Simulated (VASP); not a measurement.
Wanted: the native input for a VASP 6.6.1 run.

```
Task                   : single point
Functional             : PBE
Potentials or basis    : VASP PAW PBE potentials, release 64 (Ti_sv, N)
Cutoff                 : 520 eV
k mesh                 : 7 × 7 × 7
Occupations            : gaussian, width 0.05 eV
Spin                   : collinear spin, zero start
Starting moments       : [0.0, 0.0, 0.0, 0.0] μB
Dipole correction      : no
Further INCAR settings : ALGO = Normal; EDIFF = 1e-07; NBANDS = 29
```

The structure of TiN lies in POSCAR:

```
TiN
1.0
    0.0000000000      2.2447686400      2.2447686400
    2.2447686400      0.0000000000      2.2447686400
    4.4895372800      4.4895372800      0.0000000000
Ti N
2 2
Direct
    0.5000000000      0.5000000000      0.2500000000
    0.5000000000      0.5000000000      0.7500000000
    0.0000000000      0.0000000000      0.0000000000
    0.0000000000      0.0000000000      0.5000000000
```

These files were run (other wordings do the same):

INCAR

```
SYSTEM = TiN
  ALGO = Normal
  EDIFF = 1E-7
  ENCUT = 520
  GGA = PE
  ISIF = 2
  ISMEAR = 0
  ISPIN = 2
  LASPH = .True.
  LCHARG = .False.
  LMAXMIX = 4
  LORBIT = 11
  LREAL = .False.
  LWAVE = .False.
  MAGMOM = 0 0 0 0
  NBANDS = 29
  NELM = 150
  PREC = Accurate
  SIGMA = 0.05
```

KPOINTS

```
k-points
0
Gamma
  7 7 7
  0 0 0
```

Potentials or basis: VASP PAW PBE potentials, release 64 (Ti_sv, N).

Run with:

```bash
$ cat potpaw_PBE.64/Ti_sv/POTCAR potpaw_PBE.64/N/POTCAR > POTCAR
$ mpirun -np 1 vasp_std > vasp.out
```

It gave:

```
Pressure                                              : -31.9 GPa
Band gap on the k mesh                                : zero (filled and empty bands overlap)
Net moment                                            : 0.00 μB per cell
Valence electrons inside the program's atomic spheres : Ti 10.11; N 3.64
```

Wall time 2.6 min on 1 thread of Intel(R) Xeon(R) Platinum 8259CL CPU @ 2.50GHz (Skylake/Cascade Lake), with other jobs on the host, peak memory 0.23 GiB.
